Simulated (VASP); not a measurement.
# Re (P6_3/mmc) in VASP: a series of runs

Runs on Re. Level: PBEsol. Tasks: single point.

Program: VASP 6.6.1. These are calculated values, not measurements. Logs are shortened: lines on timing, memory, paths and dates and some standing lists are left out, and cuts for length are marked.

## (1) The cell of the first run

The structure is hexagonal, space group P6_3/mmc (No. 194). Conventional cell: a = 2.568 Å, b = 2.568 Å, c = 4.106 Å, α = 90.00°, β = 90.00°, γ = 120.00°. Within 3.3 Å of Re (site symmetry -6m2) lie 12 Re at 2.53 to 2.57 Å.

## (2) Single point, PBEsol (11.72 Å³/atom)

The input, INCAR:

```
SYSTEM = Re
PREC = Accurate
ENCUT = 520
EDIFF = 1E-6
ISMEAR = -1
SIGMA = 0.05
LREAL = .False.
LASPH = .True.
NELM = 80
ALGO = Normal
ISIF = 2
LWAVE = .False.
LCHARG = .True.
GGA = PS
LELF = .True.
LVHAR = .True.
NBANDS = 14
```

The input, KPOINTS:

```
Automatic mesh
0
Gamma
  18 18 10
  0 0 0
```

The input, POSCAR:

```
Re
1.0
    2.5677224212      0.0000000000      0.0000000000
   -1.2838612106      2.2237128466      0.0000000000
    0.0000000000      0.0000000000      4.1057498614
Re
2
Direct
    0.3333333333      0.6666666667      0.2500000000
    0.6666666667      0.3333333333      0.7500000000
```

Potentials or basis: VASP PAW PBE potentials, release 64 (Re).

Launch:

```console
cat potpaw_PBE.64/Re/POTCAR > POTCAR
mpirun -np 1 vasp_std > vasp.out
```

OUTCAR:

```text
SYSTEM = Re
   PREC = Accurate
   ENCUT = 520
   EDIFF = 1E-6
   ISMEAR = -1
   LREAL = .False.
   LASPH = .True.
   NELM = 80
   ISIF = 2
   GGA = PS

 ion  position               nearest neighbor table
   1  0.333  0.667  0.250-   2 2.53   2 2.53   2 2.53   2 2.53   2 2.53   2 2.53
   2  0.667  0.333  0.750-   1 2.53   1 2.53   1 2.53   1 2.53   1 2.53   1 2.53

  LATTYP: Found a hexagonal cell.
 ALAT       =     2.5677224212
 C/A-ratio  =     1.5989850879

  Lattice vectors:

 A1 = (   2.5677224212,   0.0000000000,   0.0000000000)
 A2 = (  -1.2838612106,   2.2237128466,   0.0000000000)
 A3 = (   0.0000000000,   0.0000000000,   4.1057498614)

Analysis of symmetry for initial positions (statically):
=====================================================================
 Subroutine PRICEL returns:
 Original cell was already a primitive cell.

 Routine SETGRP: Setting up the symmetry group for a
 hexagonal supercell.

 Subroutine GETGRP returns: Found 24 space group operations
 (whereof 12 operations were pure point group operations)
 out of a pool of 24 trial point group operations.

The static configuration has the point symmetry D_3d.
 The point group associated with its full space group is D_6h.

Analysis of symmetry for dynamics (positions and initial velocities):
=====================================================================
 Subroutine PRICEL returns:
 Original cell was already a primitive cell.

 Routine SETGRP: Setting up the symmetry group for a
 hexagonal supercell.

 Subroutine GETGRP returns: Found 24 space group operations
 (whereof 12 operations were pure point group operations)
 out of a pool of 24 trial point group operations.

The dynamic configuration has the point symmetry D_3d.
 The point group associated with its full space group is D_6h.

 Subroutine INISYM returns: Found 24 space group operations
 (whereof 12 operations are pure point group operations),
 and found     1 'primitive' translations

----------------------------------------------------------------------------------------

                                     Primitive cell

  volume of cell :      23.4433

  direct lattice vectors                    reciprocal lattice vectors
     2.567722421  0.000000000  0.000000000     0.389450196  0.224849175  0.000000000
    -1.283861211  2.223712847  0.000000000     0.000000000  0.449698351  0.000000000
     0.000000000  0.000000000  4.105749861     0.000000000  0.000000000  0.243560868

  length of vectors
[... 91 lines left out ...]
   TEBEG  =    0.0;   TEEND  =   0.0 temperature during run
   PSTRESS=    0.0 pullay stress
   NELECT =      14.0000    total number of electrons
   NUPDOWN=      -1.0000    fix difference up-down
   EMIN   =  10.00;   EMAX   =-10.00  energy-range for DOS
   EFERMI =   0.00;   METHOD = LEGACY
   ISMEAR =    -1;   SIGMA  =   0.05  broadening in eV -4-tet -1-fermi 0-gaus
   EFERMI_NEDOS =   21; number of points for ismear=-14 and -15
   IALGO  =     38    algorithm
   IMIX   =      4    mixing-type and parameters
     AMIX     =   0.40;   BMIX     =  1.00
     AMIX_MAG =   1.60;   BMIX_MAG =  1.00
  volume/ion in A,a.u.               =      11.72        79.10
  Fermi-wavevector in a.u.,A,eV,Ry     =   1.378620  2.605213 25.859121  1.900592
  Thomas-Fermi vector in A             =   2.503664
   LORBIT       =      0    0 simple, 1 ext, 2 COOP (PROOUT), +10 PAW based schemes
   GGA     = PS    functional components
   LHFCALC =     F    Hartree Fock is set to
   AEXX    =    0.0000 exact exchange contribution
   IVDW    =     0    specifies the selected vdW correction
   LEPSILON=     F    determine dielectric tensor
   LRPA    =     F    only Hartree local field effects (RPA)
 non-spin polarized calculation
  energy-cutoff  :      520.00
  volume of cell :       23.44
 maximum number of plane-waves:       656
 NGX is ok and might be reduce to    20
   NGX =  9   NGY =  9   NGZ = 15

 number of electron      13.9999999 magnetization

 Free energy of the ion-electron system (eV)
  ---------------------------------------------------
  ext. energy  EPLUGINS =         0.00000000
  ---------------------------------------------------
  free energy    TOTEN  =       -24.70236602 eV

  energy without entropy =      -24.69175784  energy(sigma->0) =      -24.69706193

 E-fermi :  10.8125     XC(G=0): -15.0892

 val. band max:       10.8109910789   @ k =   0.2778   0.0556   0.5000
 cond. band min:      10.8127827173   @ k =   0.1667   0.1111   0.0000
 fundamental gap:      0.0017916384
 Fermi energy:        10.8124941271

 k-point     1 :       0.0000    0.0000    0.0000
  band No.  band energies     occupation
      1      -0.6365      2.00000
      2       2.2758      2.00000
      3       8.4316      2.00000
      4       8.4316      2.00000
      5       8.6604      2.00000
      6       9.6805      2.00000
      7       9.6805      2.00000
      8      10.8236      0.88970
      9      10.8236      0.88970
     10      12.3776      0.00000
     11      15.2911      0.00000
     12      15.2911      0.00000
     13      24.0680      0.00000
     14      25.1089      0.00000
[... 377 lines left out ...]
      1       3.2782      2.00000
      2       3.7695      2.00000
      3       4.0112      2.00000
      4       7.7531      2.00000
      5       8.3225      2.00000
      6       9.1666      2.00000
      7      10.1137      2.00000
      8      15.2210      0.00000
      9      15.9742      0.00000
     10      16.6176      0.00000
     11      18.6200      0.00000
     12      22.0516      0.00000
     13      23.8687      0.00000
     14      24.3626      0.00000

 [... further k-points ...]

------------------------ aborting loop because EDIFF is reached ----------------------------------------

  FORCE on cell =-STRESS in cart. coord.  units (eV):
  Direction    XX          YY          ZZ          XY          YZ          ZX
  --------------------------------------------------------------------------------------
  -------------------------------------------------------------------------------------
  Total       19.9333825     19.9333825     21.2443335      0.0000000     -0.0000000      0.0000000
  in kB     1362.2986224   1362.2986224   1451.8923889      0.0000000     -0.0000000      0.0000000
  external PRESSURE =    1392.1632113 kB  Pullay stress =       0.0000000 kB

 VOLUME and BASIS-vectors are now :
 -----------------------------------------------------------------------------
  energy-cutoff  :      520.00
  volume of cell :       23.44
      direct lattice vectors                 reciprocal lattice vectors
     2.567722421  0.000000000  0.000000000     0.389450196  0.224849175  0.000000000
    -1.283861211  2.223712847  0.000000000     0.000000000  0.449698351  0.000000000
     0.000000000  0.000000000  4.105749861     0.000000000  0.000000000  0.243560868

 POSITION                                       TOTAL-FORCE (eV/Angst)
 -----------------------------------------------------------------------------------
     -0.00000      1.48248      1.02644        -0.000000      0.000000      0.000000
      1.28386      0.74124      3.07931         0.000000     -0.000000      0.000000
 -----------------------------------------------------------------------------------
    total drift:                                0.000000     -0.000000     -0.000000

  FREE ENERGIE OF THE ION-ELECTRON SYSTEM (eV)
  ---------------------------------------------------
  free  energy   TOTEN  =       -24.7023660180 eV

  energy  without entropy=      -24.6917578387  energy(sigma->0) =      -24.69706193
```

OSZICAR:

```text
N       E                     dE             d eps       ncg     rms          rms(c)
DAV:   1     0.221857087143E+02    0.22186E+02   -0.70468E+03 12424   0.133E+03
DAV:   2    -0.250236514336E+02   -0.47209E+02   -0.41981E+02 10190   0.314E+02
DAV:   3    -0.258958051224E+02   -0.87215E+00   -0.86100E+00  9328   0.408E+01
DAV:   4    -0.259032247907E+02   -0.74197E-02   -0.74164E-02  9640   0.236E+00
DAV:   5    -0.259033454453E+02   -0.12065E-03   -0.12064E-03  9238   0.548E-01    0.675E+01
DAV:   6    -0.251005627166E+02    0.80278E+00   -0.26481E-01 10896   0.116E+01    0.363E+01
DAV:   7    -0.247051325250E+02    0.39543E+00   -0.37027E-01 10642   0.134E+01    0.438E-01
DAV:   8    -0.247027566859E+02    0.23758E-02   -0.53389E-03 10590   0.902E-01    0.399E-01
DAV:   9    -0.247024148593E+02    0.34183E-03   -0.84352E-04 10582   0.502E-01    0.670E-02
DAV:  10    -0.247023745165E+02    0.40343E-04   -0.40962E-05  9688   0.575E-02    0.111E-02
DAV:  11    -0.247023662718E+02    0.82447E-05   -0.93542E-07  6158   0.328E-02    0.348E-03
DAV:  12    -0.247023660180E+02    0.25375E-06   -0.41889E-07  4662   0.132E-02
   1 F= -.24702366E+02 E0= -.24697062E+02  d E =-.106082E-01
```

stdout:

```text
POSCAR found type information on POSCAR Re
 POSCAR found :  1 types and       2 ions
 scaLAPACK will be used
 -----------------------------------------------------------------------------
|                                                                             |
|                                                                             |
|     You enforced a specific xc type in the INCAR file but a different       |
|     I HOPE YOU KNOW WHAT YOU ARE DOING!                                     |
|                                                                             |
 -----------------------------------------------------------------------------

 LDA part: xc-table for (Slater+PW92), standard interpolation
 POSCAR, INCAR and KPOINTS ok, starting setup
 FFT: planning ... GRIDC
 FFT: planning ... GRID_SOFT
 FFT: planning ... GRID
 WAVECAR not read
 entering main loop
```

Run time: 1.7 min. Hardware: 1 thread of Intel Xeon 8259CL, shared host; peak memory 0.19 GiB.

What came out:

```yaml
Free_energy: -24.7024 eV
Pressure: 139.2 GPa
Band_gap_on_the_k_mesh: zero (bands 7 and 8 overlap by 5.05 eV)
```

Levels at points of the mesh, in eV from the Fermi level:
| k point | band 4 | band 5 | band 6 | band 7 | band 8 | band 9 | band 10 | band 11 |
| --- | --- | --- | --- | --- | --- | --- | --- | --- |
| (0.00, 0.00, 0.00) | -2.38 | -2.15 | -1.13 | -1.13 | 0.01 | 0.01 | 1.57 | 4.48 |
| (0.50, 0.00, 0.00) | -2.95 | -1.66 | -1.60 | -0.62 | 5.42 | 6.23 | 6.25 | 8.42 |
| (0.00, 0.00, 0.50) | -2.98 | -2.57 | -2.57 | -2.57 | -2.57 | 3.50 | 3.50 | 3.50 |
| (0.50, 0.00, 0.50) | -5.65 | 0.35 | 0.35 | 1.64 | 1.64 | 5.89 | 5.89 | 6.59 |

Caveat: the cell stands under pressure; the PAW data sets were made with another functional, which shifts forces and pressure a little; spin-orbit coupling is left out, which moves the levels of the heavy elements.

## (3) Single point, PBEsol

The input, INCAR:

```
SYSTEM = Re
  PREC = Accurate
  ENCUT = 520
  EDIFF = 1E-6
  ISMEAR = 0
  SIGMA = 0.025
  LREAL = .FALSE.
  LASPH = .TRUE.
  NELM = 100
  ALGO = Normal
  ISIF = 2
  LWAVE = .FALSE.
  LCHARG = .TRUE.
  GGA = PS
  LELF = .TRUE.
  LVHAR = .TRUE.
  NBANDS = 14
```

The input, KPOINTS:

```
Automatic mesh
0
G
  18 18 10
  0 0 0
```

POSCAR is that of step 2.

Potentials or basis: VASP PAW PBE potentials, release 64 (Re).

Launch:

```console
cat potpaw_PBE.64/Re/POTCAR > POTCAR
mpirun -np 1 vasp_std > vasp.out
```

OUTCAR:

```text
SYSTEM = Re
   PREC = Accurate
   ENCUT = 520
   EDIFF = 1E-6
   ISMEAR = 0
   LREAL = .FALSE.
   LASPH = .TRUE.
   NELM = 100
   ISIF = 2
   GGA = PS

 ion  position               nearest neighbor table
   1  0.333  0.667  0.250-   2 2.53   2 2.53   2 2.53   2 2.53   2 2.53   2 2.53
   2  0.667  0.333  0.750-   1 2.53   1 2.53   1 2.53   1 2.53   1 2.53   1 2.53

  LATTYP: Found a hexagonal cell.
 ALAT       =     2.5677224212
 C/A-ratio  =     1.5989850879

  Lattice vectors:

 A1 = (   2.5677224212,   0.0000000000,   0.0000000000)
 A2 = (  -1.2838612106,   2.2237128466,   0.0000000000)
 A3 = (   0.0000000000,   0.0000000000,   4.1057498614)

Analysis of symmetry for initial positions (statically):
=====================================================================
 Subroutine PRICEL returns:
 Original cell was already a primitive cell.

 Routine SETGRP: Setting up the symmetry group for a
 hexagonal supercell.

 Subroutine GETGRP returns: Found 24 space group operations
 (whereof 12 operations were pure point group operations)
 out of a pool of 24 trial point group operations.

The static configuration has the point symmetry D_3d.
 The point group associated with its full space group is D_6h.

Analysis of symmetry for dynamics (positions and initial velocities):
=====================================================================
 Subroutine PRICEL returns:
 Original cell was already a primitive cell.

 Routine SETGRP: Setting up the symmetry group for a
 hexagonal supercell.

 Subroutine GETGRP returns: Found 24 space group operations
 (whereof 12 operations were pure point group operations)
 out of a pool of 24 trial point group operations.

The dynamic configuration has the point symmetry D_3d.
 The point group associated with its full space group is D_6h.

 Subroutine INISYM returns: Found 24 space group operations
 (whereof 12 operations are pure point group operations),
 and found     1 'primitive' translations

[... 122 lines left out ...]
   IVDW    =     0    specifies the selected vdW correction
   LEPSILON=     F    determine dielectric tensor
   LRPA    =     F    only Hartree local field effects (RPA)
 non-spin polarized calculation
 Gauss-broadening in eV      SIGMA  =   0.03
  energy-cutoff  :      520.00
  volume of cell :       23.44
 maximum number of plane-waves:       656
 NGX is ok and might be reduce to    20
   NGX =  9   NGY =  9   NGZ = 15

 number of electron      13.9999999 magnetization

 Free energy of the ion-electron system (eV)
  ---------------------------------------------------
  ext. energy  EPLUGINS =         0.00000000
  ---------------------------------------------------
  free energy    TOTEN  =       -24.69731292 eV

  energy without entropy =      -24.69689886  energy(sigma->0) =      -24.69710589

 E-fermi :  10.8124     XC(G=0): -15.0892

 val. band max:       10.8109936185   @ k =   0.2778   0.0556   0.5000
 cond. band min:      10.8125928850   @ k =   0.1667   0.1111   0.0000
 fundamental gap:      0.0015992665
 Fermi energy:        10.8124308973

 k-point     1 :       0.0000    0.0000    0.0000
  band No.  band energies     occupation
      1      -0.6365      2.00000
      2       2.2754      2.00000
      3       8.4312      2.00000
      4       8.4312      2.00000
      5       8.6605      2.00000
      6       9.6801      2.00000
      7       9.6801      2.00000
      8      10.8237      0.52253
      9      10.8237      0.52253
     10      12.3779      0.00000
     11      15.2912      0.00000
     12      15.2912      0.00000
     13      24.0681      0.00000
     14      25.1086      0.00000
[... 377 lines left out ...]
      1       3.2779      2.00000
      2       3.7697      2.00000
      3       4.0110      2.00000
      4       7.7532      2.00000
      5       8.3225      2.00000
      6       9.1668      2.00000
      7      10.1136      2.00000
      8      15.2206      0.00000
      9      15.9738      0.00000
     10      16.6176      0.00000
     11      18.6197      0.00000
     12      22.0513      0.00000
     13      23.8684      0.00000
     14      24.3625      0.00000

 [... further k-points ...]

------------------------ aborting loop because EDIFF is reached ----------------------------------------

  FORCE on cell =-STRESS in cart. coord.  units (eV):
  Direction    XX          YY          ZZ          XY          YZ          ZX
  --------------------------------------------------------------------------------------
  -------------------------------------------------------------------------------------
  Total       19.9200072     19.9200072     21.2421638      0.0000000      0.0000000      0.0000000
  in kB     1361.3845225   1361.3845225   1451.7440993      0.0000000      0.0000000      0.0000000
  external PRESSURE =    1391.5043814 kB  Pullay stress =       0.0000000 kB

 VOLUME and BASIS-vectors are now :
 -----------------------------------------------------------------------------
  energy-cutoff  :      520.00
  volume of cell :       23.44
      direct lattice vectors                 reciprocal lattice vectors
     2.567722421  0.000000000  0.000000000     0.389450196  0.224849175  0.000000000
    -1.283861211  2.223712847  0.000000000     0.000000000  0.449698351  0.000000000
     0.000000000  0.000000000  4.105749861     0.000000000  0.000000000  0.243560868

 POSITION                                       TOTAL-FORCE (eV/Angst)
 -----------------------------------------------------------------------------------
     -0.00000      1.48248      1.02644        -0.000000      0.000000      0.000000
      1.28386      0.74124      3.07931         0.000000     -0.000000      0.000000
 -----------------------------------------------------------------------------------
    total drift:                                0.000000     -0.000000     -0.000000

  FREE ENERGIE OF THE ION-ELECTRON SYSTEM (eV)
  ---------------------------------------------------
  free  energy   TOTEN  =       -24.6973129231 eV

  energy  without entropy=      -24.6968988588  energy(sigma->0) =      -24.69710589
```

stdout:

```text
POSCAR found type information on POSCAR Re
 POSCAR found :  1 types and       2 ions
 scaLAPACK will be used
 -----------------------------------------------------------------------------
|                                                                             |
|                                                                             |
|     You enforced a specific xc type in the INCAR file but a different       |
|     I HOPE YOU KNOW WHAT YOU ARE DOING!                                     |
|                                                                             |
 -----------------------------------------------------------------------------

 LDA part: xc-table for (Slater+PW92), standard interpolation
 POSCAR, INCAR and KPOINTS ok, starting setup
 FFT: planning ... GRIDC
 FFT: planning ... GRID_SOFT
 FFT: planning ... GRID
 WAVECAR not read
 entering main loop
```

Wall time 1.7 min (1 thread of Intel Xeon 8259CL, shared host); peak memory 0.19 GiB.

Results:

```
Free energy            : -24.6973 eV
Pressure               : 139.2 GPa
Band gap on the k mesh : zero (bands 7 and 8 overlap by 5.05 eV)
```

Levels at points of the mesh, in eV from the Fermi level:
```tsv
k point	band 4	band 5	band 6	band 7	band 8	band 9	band 10	band 11
(0.00, 0.00, 0.00)	-2.38	-2.15	-1.13	-1.13	0.01	0.01	1.57	4.48
(0.50, 0.00, 0.00)	-2.95	-1.66	-1.60	-0.62	5.42	6.23	6.25	8.42
(0.00, 0.00, 0.50)	-2.98	-2.57	-2.57	-2.57	-2.57	3.50	3.50	3.50
(0.50, 0.00, 0.50)	-5.65	0.35	0.35	1.64	1.64	5.89	5.89	6.59
```

Caveat: the cell stands under pressure; the PAW data sets were made with another functional, which shifts forces and pressure a little; spin-orbit coupling is left out, which moves the levels of the heavy elements.
